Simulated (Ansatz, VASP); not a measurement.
Ti: VASP beside Ansatz

```
CELL_PARAMETERS angstrom
0.00000 2.03000 2.05030
2.03000 0.00000 2.05030
2.03000 2.03000 0.00000
ATOMIC_POSITIONS crystal
Ti 0.00000 0.00000 0.00000
```

Change from the starting cell: zz strain of +1 %, crystal datasets.

Alike in both runs: task electric field gradients; functional LDA; k mesh 15 × 15 × 15; occupations fermi-dirac, width 0.05 eV; no spin polarisation.

|  | VASP | Ansatz |
| --- | --- | --- |
| version | VASP 6.6.1 | Ansatz 0.2.0 |
| potentials or method | VASP PAW LDA potentials, release 64 (Ti_sv), cutoff 520 eV | all-electron PAW with datasets made for the crystal, scalar-relativistic |

VASP gave:

* pressure (GPa): -6.0
* traceless stress, the component that is largest in VASP (GPa): -0.23
* size of Vzz on the site where it differs most (V/Å²): 0.8

Question: Which values does Ansatz return?

Answer: Pressure (GPa): -5.9; traceless stress, the component that is largest in VASP (GPa): -0.23; size of Vzz on the site where it differs most (V/Å²): 0.9.

LDA's correlation is that of Perdew and Zunger in VASP and of Perdew and Wang (1992) in Ansatz. Ansatz ran all-electron here, and VASP with PAW potentials.
